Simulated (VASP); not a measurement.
# Ta5Ru (P4/mmm) in VASP: further runs, part 2 of 2

VASP 6.6.1.

## 4. Single point, PBE, collinear spin, ferromagnetic start

Input file INCAR:

```
SYSTEM = Ta5Ru
PREC     = Accurate       ! precision mode
ENCUT    = 520            ! plane-wave cutoff, eV
EDIFF    = 1E-6           ! SCF threshold, eV
ISMEAR   = 0              ! smearing method
SIGMA    = 0.1            ! smearing width, eV
LREAL    = .False.        ! projectors in reciprocal space
LASPH    = .True.         ! aspherical terms in the spheres
NELM     = 150            ! most SCF steps
ALGO     = Normal         ! electronic algorithm
ISIF     = 2              ! what is computed and relaxed
LWAVE    = .False.        ! write WAVECAR
LCHARG   = .False.        ! write CHGCAR
ISPIN    = 2              ! spin polarisation
MAGMOM   = 0 0 0 0 0 1    ! initial moments
LORBIT   = 11             ! projections on sites
LMAXMIX  = 4              ! l up to which the mixer works
GGA      = PE             ! functional
NBANDS   = 48             ! bands
```

Input file KPOINTS:

```
Automatic mesh
0
Gamma
  6 6 2
  0 0 0
```

Input file POSCAR:

```
Ta5Ru
1.0
    3.2396557000      0.0000000000      0.0000000000
    0.0000000000      3.2396557000      0.0000000000
    0.0000000000      0.0000000000      9.9719352000
Ta Ru
5 1
Direct
    0.0000000000      0.0000000000      0.1698730000
    0.5000000000      0.5000000000      0.3413100000
    0.5000000000      0.5000000000      0.6586900000
    0.0000000000      0.0000000000      0.8301270000
    0.5000000000      0.5000000000      0.0000000000
    0.0000000000      0.0000000000      0.5000000000
```

Potentials or basis: VASP PAW PBE potentials, release 64 (Ta_pv, Ru_pv).

Started as:

```bash
cat potpaw_PBE.64/Ta_pv/POTCAR potpaw_PBE.64/Ru_pv/POTCAR > POTCAR
mpirun -np 1 vasp_std > vasp.out
```

OUTCAR:

```text
SYSTEM = Ta5Ru
   PREC = Accurate
   ENCUT = 520
   EDIFF = 1E-6
   ISMEAR = 0
   LREAL = .False.
   LASPH = .True.
   NELM = 150
   ISIF = 2
   ISPIN = 2
   LORBIT = 11
   GGA = PE

 ion  position               nearest neighbor table
   1  0.000  0.000  0.170-   5 2.85   5 2.85   5 2.85   5 2.85   2 2.86   2 2.86   2 2.86   2 2.86
                             6 3.29   4 3.39
   2  0.500  0.500  0.341-   6 2.78   6 2.78   6 2.78   6 2.78   1 2.86   1 2.86   1 2.86   1 2.86
                             3 3.16   5 3.40
   3  0.500  0.500  0.659-   6 2.78   6 2.78   6 2.78   6 2.78   4 2.86   4 2.86   4 2.86   4 2.86
                             2 3.16   5 3.40
   4  0.000  0.000  0.830-   5 2.85   5 2.85   5 2.85   5 2.85   3 2.86   3 2.86   3 2.86   3 2.86
                             6 3.29   1 3.39
   5  0.500  0.500  0.000-   1 2.85   4 2.85   1 2.85   4 2.85   1 2.85   4 2.85   1 2.85   4 2.85
                             3 3.40   2 3.40
   6  0.000  0.000  0.500-   2 2.78   3 2.78   2 2.78   3 2.78   2 2.78   3 2.78   2 2.78   3 2.78
                             1 3.29   4 3.29

  LATTYP: Found a simple tetragonal cell.
 ALAT       =     3.2396557000
 C/A-ratio  =     3.0780848718

  Lattice vectors:

 A1 = (   3.2396557000,   0.0000000000,   0.0000000000)
 A2 = (   0.0000000000,   3.2396557000,   0.0000000000)
 A3 = (   0.0000000000,   0.0000000000,   9.9719352000)

Analysis of symmetry for initial positions (statically):
=====================================================================
 Subroutine PRICEL returns:
 Original cell was already a primitive cell.

 Routine SETGRP: Setting up the symmetry group for a
 simple tetragonal supercell.

 Subroutine GETGRP returns: Found 16 space group operations
 (whereof 16 operations were pure point group operations)
 out of a pool of 16 trial point group operations.

The static configuration has the point symmetry D_4h.

Analysis of symmetry for dynamics (positions and initial velocities):
=====================================================================
 Subroutine PRICEL returns:
 Original cell was already a primitive cell.

 Routine SETGRP: Setting up the symmetry group for a
 simple tetragonal supercell.

 Subroutine GETGRP returns: Found 16 space group operations
 (whereof 16 operations were pure point group operations)
 out of a pool of 16 trial point group operations.

The dynamic configuration has the point symmetry D_4h.

Analysis of structural, dynamic, and magnetic symmetry:
=====================================================================
 Subroutine PRICEL returns:
 Original cell was already a primitive cell.

 Routine SETGRP: Setting up the symmetry group for a
 simple tetragonal supercell.

 Subroutine GETGRP returns: Found 16 space group operations
 (whereof 16 operations were pure point group operations)
 out of a pool of 16 trial point group operations.

The overall configuration has the point symmetry D_4h.

 Subroutine INISYM returns: Found 16 space group operations
 (whereof 16 operations are pure point group operations),
 and found     1 'primitive' translations

----------------------------------------------------------------------------------------

                                     Primitive cell

[... 99 lines left out ...]
   ISIF   =      2    stress and relaxation
   ISYM   =      2    0-nonsym 1-usesym 2-fastsym
   POTIM  = 0.5000    time-step for ionic-motion
   TEBEG  =    0.0;   TEEND  =   0.0 temperature during run
   PSTRESS=    0.0 pullay stress
   NELECT =      69.0000    total number of electrons
   NUPDOWN=      -1.0000    fix difference up-down
   EMIN   =  10.00;   EMAX   =-10.00  energy-range for DOS
   EFERMI =   0.00;   METHOD = LEGACY
   ISMEAR =     0;   SIGMA  =   0.10  broadening in eV -4-tet -1-fermi 0-gaus
   EFERMI_NEDOS =   21; number of points for ismear=-14 and -15
   IALGO  =     38    algorithm
   IMIX   =      4    mixing-type and parameters
     AMIX     =   0.40;   BMIX     =  1.00
     AMIX_MAG =   1.60;   BMIX_MAG =  1.00
  volume/ion in A,a.u.               =      17.44       117.71
  Fermi-wavevector in a.u.,A,eV,Ry     =   1.424838  2.692553 27.622047  2.030163
  Thomas-Fermi vector in A             =   2.545286
   LORBIT       =     11    0 simple, 1 ext, 2 COOP (PROOUT), +10 PAW based schemes
   GGA     = PE    functional components
   LHFCALC =     F    Hartree Fock is set to
   AEXX    =    0.0000 exact exchange contribution
   IVDW    =     0    specifies the selected vdW correction
   LEPSILON=     F    determine dielectric tensor
   LRPA    =     F    only Hartree local field effects (RPA)
 spin polarized calculation
 Gauss-broadening in eV      SIGMA  =   0.10
  energy-cutoff  :      520.00
  volume of cell :      104.66
 maximum number of plane-waves:      2856
   NGX = 13   NGY = 13   NGZ = 37

 number of electron      69.0000011 magnetization       0.0882095

 number of electron      69.0000011 magnetization      -0.0003725

 Free energy of the ion-electron system (eV)
  ---------------------------------------------------
  ext. energy  EPLUGINS =         0.00000000
  ---------------------------------------------------
  free energy    TOTEN  =       -69.40962881 eV

  energy without entropy =      -69.38554647  energy(sigma->0) =      -69.39758764

 E-fermi :   6.6062     XC(G=0): -12.7696

 val. band max:        6.6007961136   @ k =   0.3333   0.0000   0.0000
 cond. band min:       6.6089999774   @ k =   0.1667   0.1667   0.0000
 fundamental gap:      0.0082038639
 Fermi energy:         6.6062119251

 spin component 1

 k-point     1 :       0.0000    0.0000    0.0000
  band No.  band energies     occupation
      1     -36.2861      1.00000
      2     -36.2662      1.00000
      3     -36.2662      1.00000
      4     -27.9326      1.00000
      5     -27.7766      1.00000
      6     -27.7007      1.00000
[... 969 lines left out ...]
     45      11.3265      0.00000
     46      11.7759      0.00000
 Fermi energy:         6.6062119251

 spin component 2

 k-point     1 :       0.0000    0.0000    0.0000
  band No.  band energies     occupation
      1     -36.2860      1.00000
      2     -36.2661      1.00000
      3     -36.2661      1.00000
      4     -27.9326      1.00000
      5     -27.7766      1.00000
      6     -27.7008      1.00000
[... 969 lines left out ...]
     45      11.3265      0.00000
     46      11.7759      0.00000
 [bands above 46 left out]

------------------------ aborting loop because EDIFF is reached ----------------------------------------

  FORCE on cell =-STRESS in cart. coord.  units (eV):
  Direction    XX          YY          ZZ          XY          YZ          ZX
  --------------------------------------------------------------------------------------
  -------------------------------------------------------------------------------------
  Total        0.5547385      0.5547385      0.0062844      0.0000000     -0.0000000      0.0000000
  in kB        8.4922295      8.4922295      0.0962043      0.0000000     -0.0000000      0.0000000
  external PRESSURE =       5.6935544 kB  Pullay stress =       0.0000000 kB

 VOLUME and BASIS-vectors are now :
 -----------------------------------------------------------------------------
  energy-cutoff  :      520.00
  volume of cell :      104.66
      direct lattice vectors                 reciprocal lattice vectors
     3.239655700  0.000000000  0.000000000     0.308674777  0.000000000  0.000000000
     0.000000000  3.239655700  0.000000000     0.000000000  0.308674777  0.000000000
     0.000000000  0.000000000  9.971935200     0.000000000  0.000000000  0.100281438

 POSITION                                       TOTAL-FORCE (eV/Angst)
 -----------------------------------------------------------------------------------
      0.00000      0.00000      1.69396        -0.000000      0.000000     -0.026452
      1.61983      1.61983      3.40352         0.000000      0.000000      0.042270
      1.61983      1.61983      6.56841         0.000000     -0.000000     -0.042270
      0.00000      0.00000      8.27797         0.000000      0.000000      0.026452
      1.61983      1.61983      0.00000         0.000000      0.000000      0.000000
      0.00000      0.00000      4.98597         0.000000      0.000000      0.000000
 -----------------------------------------------------------------------------------
    total drift:                                0.000000     -0.000000     -0.000000

  FREE ENERGIE OF THE ION-ELECTRON SYSTEM (eV)
  ---------------------------------------------------
  free  energy   TOTEN  =       -69.4096288051 eV

  energy  without entropy=      -69.3855464674  energy(sigma->0) =      -69.39758764

 total charge

# of ion       s       p       d       tot
------------------------------------------
    1        0.374   6.185   2.383   8.942
    2        0.374   6.192   2.266   8.832
    3        0.374   6.192   2.266   8.832
    4        0.374   6.185   2.383   8.942
    5        0.371   6.178   2.407   8.957
    6        0.377   6.254   6.002  12.633
--------------------------------------------------
tot          2.244  37.187  17.708  57.138

 magnetization (x)

# of ion       s       p       d       tot
------------------------------------------
    1       -0.000  -0.000  -0.000  -0.000
    2       -0.000  -0.000  -0.000  -0.000
    3       -0.000  -0.000  -0.000  -0.000
    4       -0.000  -0.000  -0.000  -0.000
    5       -0.000  -0.000  -0.000  -0.000
    6        0.000   0.000   0.000   0.000
--------------------------------------------------
tot         -0.000  -0.000  -0.000  -0.000
```

Run time: 2.6 min. Hardware: 1 thread of Intel Xeon Platinum 8488C (Sapphire Rapids), shared host; peak memory 0.32 GiB.

What came out:

| Property | Result |
| --- | --- |
| Free energy | -69.4096 eV |
| Pressure | 0.6 GPa |
| Largest force | 0.042 eV/Å |
| Net moment | 0.00 μB per cell |
| Valence electrons inside the program's atomic spheres | Ta 8.94, 8.83, 8.96 (each value once); Ru 12.63 |

Forces in eV/Å, atoms in the order of the input:
```
Ta   0.000  0.000 -0.026
Ta   0.000  0.000  0.042
Ta   0.000  0.000 -0.042
Ta   0.000  0.000  0.026
Ta   0.000  0.000  0.000
Ru   0.000  0.000  0.000
```

Caveat: spin-orbit coupling is left out, which moves the levels of the heavy elements.

## 5. Overview

```csv
spin,k mesh,gap on the mesh (eV),pressure (GPa),largest force (eV/Å)
off,6 × 6 × 2,none,0.6,0.04
off,12 × 12 × 4,none,0.1,-
"collinear, ferromagnetic start",6 × 6 × 2,none,0.6,0.04
```

Alike in all rows: task single point; level PBE; potentials or basis VASP PAW PBE potentials, release 64 (Ta_pv, Ru_pv); cell as given; cutoff (eV) 520; smearing gaussian 0.1 eV.

Caveats: spin-orbit coupling is left out, which moves the levels of the heavy elements.

Absolute energies hang on the potentials; compare differences alone.
